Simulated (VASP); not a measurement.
# Si8NO14 (a cell with a defect) in VASP: further runs, part 2 of 3

VASP 6.6.1. Earlier steps stand in the parts before.

## (3) Single point, LDA, collinear spin, ferromagnetic start

Contents of INCAR:

```
ALGO = Normal
EDIFF = 1E-6
ENCUT = 520
ISIF = 2
ISMEAR = 0
ISPIN = 2
LASPH = T
LCHARG = F
LORBIT = 11
LREAL = Auto
LWAVE = F
MAGMOM = 0 0 0 0 0 0 0 0 0 0 0 0 0 0 0 0 0 0 0 0 0 0 1
NBANDS = 82
NELM = 150
PREC = Accurate
SIGMA = 0.05
```

Contents of KPOINTS:

```
k-points
0
Gamma
  2 2 2
```

Contents of POSCAR:

```
Si8NO14
1.0
   -4.1693000000     -4.1693000000      0.0000000000
    4.1693000000     -4.1693000000      0.0000000000
    0.0000000000      0.0000000000      5.3304000000
Si O N
8 14 1
Direct
    0.4995312293      0.4997214929      0.0010942242
   -0.0004585461      0.4858738892      0.2515347123
    0.4995243188      0.4997149156      0.5019842115
   -0.0004836926      0.5329620395      0.7515397488
   -0.0004666683     -0.0140823278      0.0065463616
    0.4995430078      0.0068285588      0.2515405301
   -0.0004722958     -0.0140559131      0.4965211194
    0.4995439423      0.0020876179      0.7515403443
    0.1925413413      0.4886878674     -0.0000296350
   -0.0004824826      0.1850267213      0.2515226316
    0.8065102676      0.4887196086     -0.0000227717
   -0.0004396165      0.7942577404      0.2515351920
    0.1925416952      0.4886669942      0.5031050506
    0.8065044160      0.4887130365      0.5030913008
    0.6929905957      0.0065573271      0.0027172396
    0.4995055210      0.6959497155      0.2515370169
    0.3060678659      0.0065612226      0.0027103277
    0.4995189019      0.3094121342      0.2515348269
    0.6929936323      0.0065712821      0.5003644617
    0.4995201574      0.6949555210      0.7515412445
    0.3060712988      0.0065548877      0.5003723312
    0.4995222510      0.3069201080      0.7515457983
   -0.0004700407      0.8183081602      0.7515245327
```

Potentials or basis: VASP PAW LDA potentials, release 64 (Si, O, N).

Command:

```
cat potpaw_LDA.64/Si/POTCAR potpaw_LDA.64/O/POTCAR potpaw_LDA.64/N/POTCAR > POTCAR
mpirun -np 1 vasp_std > vasp.out
```

OUTCAR:

```text
EDIFF = 1E-6
   ENCUT = 520
   ISIF = 2
   ISMEAR = 0
   ISPIN = 2
   LASPH = T
   LORBIT = 11
   LREAL = Auto
   NELM = 150
   PREC = Accurate

 ion  position               nearest neighbor table
   1  0.500  0.500  0.001-  18 1.74  22 1.75  20 1.76  16 1.77  11 1.81   9 1.81   3 2.66   3 2.67

   2  1.000  0.486  0.252-   9 1.76  13 1.76  11 1.76  14 1.76  10 1.77  12 1.82   4 2.68   4 2.68

   3  0.500  0.500  0.502-  18 1.74  22 1.75  20 1.76  16 1.77  14 1.81  13 1.81   1 2.66   1 2.67
[... 12 lines left out ...]
  10  1.000  0.185  0.252-   7 1.76   5 1.76   2 1.77
  11  0.807  0.489  1.000-   2 1.76   4 1.77   1 1.81
  12  1.000  0.794  0.252-   5 1.73   7 1.73   2 1.82
  13  0.193  0.489  0.503-   2 1.76   4 1.77   3 1.81
  14  0.807  0.489  0.503-   2 1.76   4 1.77   3 1.81
  15  0.693  0.007  0.003-   6 1.75   8 1.76   5 1.81
  16  0.500  0.696  0.252-   1 1.77   3 1.77   6 1.83
  17  0.306  0.007  0.003-   6 1.75   8 1.76   5 1.81
  18  0.500  0.309  0.252-   1 1.74   3 1.74   6 1.78
  19  0.693  0.007  0.500-   6 1.75   8 1.76   7 1.81
  20  0.500  0.695  0.752-   1 1.76   3 1.76   8 1.81
  21  0.306  0.007  0.500-   6 1.75   8 1.76   7 1.81
[... 1451 lines left out ...]

 VOLUME and BASIS-vectors are now :
 -----------------------------------------------------------------------------
  energy-cutoff  :      520.00
  volume of cell :      185.32
      direct lattice vectors                 reciprocal lattice vectors
    -4.169300000 -4.169300000  0.000000000    -0.119924208 -0.119924208  0.000000000
     4.169300000 -4.169300000  0.000000000     0.119924208 -0.119924208  0.000000000
     0.000000000  0.000000000  5.330400000     0.000000000  0.000000000  0.187603182

 POSITION                                       TOTAL-FORCE (eV/Angst)
 -----------------------------------------------------------------------------------
      0.00079     -4.16618      0.00583         0.002162      0.000609      0.001923
     -2.14163     -6.19314      1.34078         0.009192     -0.006812     -0.000556
      0.00079     -4.16613      2.67578         0.001584     -0.000148      0.000513
     -1.94520     -6.38936      4.00601        -0.005715      0.005038     -0.002033
     -0.05677     -8.27794      0.03489         0.008135     -0.009417     -0.065797
     -2.05427     -2.11121      1.34081         0.005631      0.000293     -0.001103
[... 15 lines left out ...]
     -0.80302     -3.36230      4.00604        -0.024694      0.022205      0.001209
     -0.75557     -7.57911      4.00593         0.004162     -0.004015      0.000122
 -----------------------------------------------------------------------------------
    total drift:                                0.003240     -0.004737      0.017516

  FREE ENERGIE OF THE ION-ELECTRON SYSTEM (eV)
  ---------------------------------------------------
  free  energy   TOTEN  =      -195.5865254158 eV

  energy  without entropy=     -195.5865199969  energy(sigma->0) =     -195.58652271

 total charge

# of ion       s       p       d       tot
------------------------------------------
    1        0.595   0.895   0.000   1.491
    2        0.594   0.897   0.000   1.491
    3        0.595   0.895   0.000   1.491
    4        0.636   0.920   0.000   1.556
    5        0.636   0.921   0.000   1.557
    6        0.602   0.905   0.000   1.507
[... 15 lines left out ...]
   22        1.539   3.689   0.000   5.228
   23        1.226   2.808   0.000   4.034
--------------------------------------------------
tot         27.692  61.417   0.000  89.109

 magnetization (x)

# of ion       s       p       d       tot
------------------------------------------
    1       -0.000  -0.000   0.000  -0.000
    2        0.000   0.000   0.000   0.000
    3       -0.000  -0.000   0.000  -0.000
    4       -0.000  -0.000   0.000  -0.000
    5       -0.000  -0.000   0.000  -0.000
    6       -0.000   0.000   0.000   0.000
[... 15 lines left out ...]
   22        0.000   0.000   0.000   0.000
   23        0.000   0.000   0.000   0.000
--------------------------------------------------
tot         -0.000   0.000   0.000  -0.000
```

OSZICAR:

```text
N       E                     dE             d eps       ncg     rms          rms(c)
DAV:   1     0.598251391607E+03    0.59825E+03   -0.66851E+04  2624   0.143E+03
DAV:   2    -0.178099108307E+03   -0.77635E+03   -0.75611E+03  3074   0.322E+02
DAV:   3    -0.215505864405E+03   -0.37407E+02   -0.37202E+02  3376   0.709E+01
DAV:   4    -0.215872973246E+03   -0.36711E+00   -0.36639E+00  3256   0.783E+00
DAV:   5    -0.215877247721E+03   -0.42745E-02   -0.42718E-02  3240   0.797E-01    0.359E+01
DAV:   6    -0.195984917763E+03    0.19892E+02   -0.70993E+01  3072   0.293E+01    0.173E+01
DAV:   7    -0.195759900220E+03    0.22502E+00   -0.36224E+00  3144   0.632E+00    0.617E+00
DAV:   8    -0.195619989466E+03    0.13991E+00   -0.22322E-01  3128   0.161E+00    0.279E+00
DAV:   9    -0.195587743637E+03    0.32246E-01   -0.32056E-02  3272   0.795E-01    0.866E-01
DAV:  10    -0.195586561529E+03    0.11821E-02   -0.53326E-03  3144   0.267E-01    0.360E-01
DAV:  11    -0.195586540493E+03    0.21036E-04   -0.57067E-04  3104   0.911E-02    0.192E-01
DAV:  12    -0.195586520740E+03    0.19753E-04   -0.12404E-04  3168   0.458E-02    0.665E-02
DAV:  13    -0.195586525341E+03   -0.46008E-05   -0.28917E-05  3176   0.192E-02    0.185E-02
DAV:  14    -0.195586525416E+03   -0.74589E-07   -0.10889E-06  2064   0.460E-03
   1 F= -.19558653E+03 E0= -.19558652E+03  d E =-.541887E-05  mag=     0.0000
```

Run time: 2.8 min. Hardware: 1 thread of Intel Xeon Platinum 8559C (Emerald Rapids), shared host; peak memory 0.32 GiB.

Results:

| Property | Result |
| --- | --- |
| Free energy | -195.5865 eV |
| Pressure | 2.2 GPa |
| Largest force | 0.067 eV/Å |
| Net moment | 0.00 μB per cell |
| Valence electrons inside the program's atomic spheres | Si 1.49, 1.56, 1.51, 1.48; O 5.20, 5.21, 5.23, 5.19, 5.24; N 4.03 |

Forces in eV/Å, atoms in the order of the input:
```
Si   0.002  0.001  0.002
Si   0.009 -0.007 -0.001
Si   0.002  0.000  0.001
Si  -0.006  0.005 -0.002
Si   0.008 -0.009 -0.066
Si   0.006  0.000 -0.001
Si   0.007 -0.009  0.064
Si   0.003  0.001  0.001
O   -0.029 -0.014 -0.015
O    0.024 -0.026  0.000
O    0.012  0.031 -0.014
O   -0.037  0.038  0.001
O   -0.028 -0.014  0.014
O    0.012  0.031  0.014
O   -0.031 -0.034 -0.010
O    0.028 -0.028  0.002
O    0.032  0.028 -0.010
O   -0.024  0.021  0.001
O   -0.028 -0.034  0.009
O    0.025 -0.026  0.000
O    0.033  0.027  0.009
O   -0.025  0.022  0.001
N    0.004 -0.004  0.000
```

Caveat: the k points lie up to 0.59 Å⁻¹ apart.

## (4) Single point, LDA, collinear spin, ferromagnetic start

Contents of INCAR:

```
SYSTEM = Si8NO14
PREC = Accurate
ENCUT = 520
EDIFF = 1E-7
ISMEAR = 0
SIGMA = 0.05
LREAL = Auto
LASPH = .TRUE.
NELM = 150
ALGO = Normal
ISIF = 2
LWAVE = .FALSE.
LCHARG = .FALSE.
ISPIN = 2
MAGMOM = 0 0 0 0 0 0 0 0 0 0 0 0 0 0 0 0 0 0 0 0 0 0 1
LORBIT = 11
GGA = CA
NBANDS = 82
```

Contents of KPOINTS:

```
Automatic mesh
0
G
  2 2 2
  0 0 0
```

Contents of POSCAR:

```
Si8NO14
1.0
   -4.1693000000     -4.1693000000      0.0000000000
    4.1693000000     -4.1693000000      0.0000000000
    0.0000000000      0.0000000000      5.3304000000
Si O N
8 14 1
Direct
    0.5000000000      0.4992627168     -0.0004313664
    0.0000000000      0.5130969355      0.2500000000
    0.5000000000      0.4992627168      0.5004313664
    0.0000000000      0.4662124259      0.7500000000
    0.0000000000      0.0130916016      0.0049167837
    0.5000000000     -0.0079152816      0.2500000000
    0.0000000000      0.0130916016      0.4950832163
    0.5000000000     -0.0031659558      0.7500000000
    0.1930206516      0.5104537123     -0.0016482278
    0.0000000000      0.2048090976      0.2500000000
    0.8069793484      0.5104537123     -0.0016482278
    0.0000000000      0.8140154541      0.2500000000
    0.1930206516      0.5104537123      0.5016482278
    0.8069793484      0.5104537123      0.5016482278
    0.6934765337     -0.0076404846      0.0011015867
    0.5000000000      0.6895615219      0.2500000000
    0.3065234663     -0.0076404846      0.0011015867
    0.5000000000      0.3030469490      0.2500000000
    0.6934765337     -0.0076404846      0.4988984133
    0.5000000000      0.6920487197      0.7500000000
    0.3065234663     -0.0076404846      0.4988984133
    0.5000000000      0.3039969198      0.7500000000
    0.0000000000      1.1808316665      0.7500000000
```

Command:

```
cat potpaw_LDA.64/Si/POTCAR potpaw_LDA.64/O/POTCAR potpaw_LDA.64/N/POTCAR > POTCAR
mpirun -np 1 vasp_std > vasp.out
```

Run time: 3.3 min. Hardware: 1 thread of AMD EPYC 9R45 (Zen 5), shared host; peak memory 0.3 GiB.

Results (log left out):

* Free energy: -195.5866 eV
* Pressure: 2.2 GPa
* Largest force: 0.052 eV/Å
* Net moment: 0.00 μB per cell
* Valence electrons inside the program's atomic spheres: Si 1.49, 1.56, 1.51, 1.48; O 5.20, 5.23, 5.21, 5.24, 5.19; N 4.03

Forces in eV/Å, atoms in the order of the input:
```
Si  -0.001  0.001 -0.012
Si   0.001 -0.001  0.000
Si  -0.001  0.001  0.012
Si   0.000  0.000  0.000
Si  -0.009  0.009 -0.051
Si  -0.001  0.001  0.000
Si  -0.009  0.009  0.051
Si   0.001 -0.001  0.000
O   -0.016 -0.024 -0.001
O    0.037 -0.037  0.000
O    0.024  0.016 -0.001
O   -0.023  0.023  0.000
O   -0.016 -0.024  0.001
O    0.024  0.016  0.001
O   -0.027 -0.029 -0.001
O    0.024 -0.024  0.000
O    0.029  0.027 -0.001
O   -0.032  0.032  0.000
O   -0.027 -0.029  0.001
O    0.023 -0.023  0.000
O    0.029  0.027  0.001
O   -0.023  0.023  0.000
N   -0.005  0.005  0.000
```

Stress tensor (GPa, compression positive):
```
 1.93 -1.91  0.00
-1.91  1.93  0.00
 0.00  0.00  2.70
```

Levels at points of the mesh, in eV from the Fermi level:
Spin up:
```
           k point  band 57  band 58  band 59  band 60  band 61  band 62  band 63  band 64
(0.00, 0.00, 0.00)    -3.92    -3.84    -3.20    -1.92    -0.71     3.21     3.62     3.73
(0.50, 0.00, 0.00)    -4.24    -3.95    -3.57    -2.54    -0.13     3.42     4.03     4.39
(0.00, 0.50, 0.00)    -4.28    -3.74    -3.49    -2.10    -0.46     2.67     3.62     4.18
(0.50, 0.50, 0.00)    -4.00    -3.86    -3.81    -2.30    -0.23     3.03     4.35     4.79
(0.00, 0.00, 0.50)    -4.14    -3.83    -3.46    -2.05     0.21     2.21     3.87     5.07
(0.50, 0.00, 0.50)    -3.64    -3.60    -3.60    -2.30     0.31     2.95     4.17     5.23
(0.00, 0.50, 0.50)    -3.69    -3.61    -3.53    -1.95     0.13     2.17     3.60     5.26
(0.50, 0.50, 0.50)    -4.12    -4.06    -3.89    -2.34     0.40     2.83     3.64     6.23
```
Spin down:
```
           k point  band 58  band 59  band 60  band 61  band 62  band 63
(0.00, 0.00, 0.00)    -3.84    -3.20    -1.92    -0.71     3.21     3.62
(0.50, 0.00, 0.00)    -3.95    -3.57    -2.54    -0.13     3.42     4.03
(0.00, 0.50, 0.00)    -3.74    -3.49    -2.10    -0.46     2.67     3.62
(0.50, 0.50, 0.00)    -3.86    -3.81    -2.30    -0.23     3.03     4.35
(0.00, 0.00, 0.50)    -3.83    -3.46    -2.05     0.21     2.21     3.87
(0.50, 0.00, 0.50)    -3.60    -3.60    -2.30     0.31     2.95     4.17
(0.00, 0.50, 0.50)    -3.61    -3.53    -1.95     0.13     2.17     3.60
(0.50, 0.50, 0.50)    -4.06    -3.89    -2.34     0.40     2.83     3.64
```

Caveat: the k points lie up to 0.59 Å⁻¹ apart.

(Continued in part 3 of 3.)
